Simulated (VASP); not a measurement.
**GdO: single point with r2SCAN**

Crystal: GdO.

```xyz
2
Lattice="3.1133 0.0000 0.0000 -1.5566 2.6962 0.0000 0.0000 0.0000 3.0384" Properties=species:S:1:pos:R:3 pbc="T T T"
Gd    0.0000    0.0000    0.0000
O     1.5566    0.8987    1.5192
```

```yaml
Program: VASP 6.6.1
Task: single point
Functional: r2SCAN
Potentials_or_basis: VASP PAW PBE potentials, release 64 (Gd, O)
Cutoff: 520 eV
k_mesh: 7 × 7 × 7
Occupations: fermi-dirac, width 0.05 eV
Spin: non-collinear spin, typed start, spin-orbit coupling
Starting_moments: "[[0.0, 0.0, 7.0], [0.0, 0.0, 0.0]] μB"
Dipole_correction: no
Further_INCAR_settings: ALGO = Normal; EDIFF = 1e-06; NBANDS = 36
```

```
Pressure                                              : 33.5 GPa
Net moment                                            : 7.76 μB per cell
Valence electrons inside the program's atomic spheres : Gd 15.50; O 5.10
```

Stress tensor (GPa, compression positive):
```
32.49  0.00  0.00
 0.00 32.49  0.00
 0.00  0.00 35.53
```

Moments on the atoms (μB; x, y, z):
```
Gd   0.00  0.00  7.11
O    0.00  0.00 -0.02
```

It took 33 min on 1 thread of AMD EPYC 7R43 64-Core Processor (Zen 3), on a shared host, peak memory 0.3 GiB.

Caveat: the PAW data sets were made with another functional, which shifts forces and pressure a little; a cell with one magnetic atom can't hold antiferromagnetic order, which such compounds often take. The state reached can hang on the start; a lower one may exist.
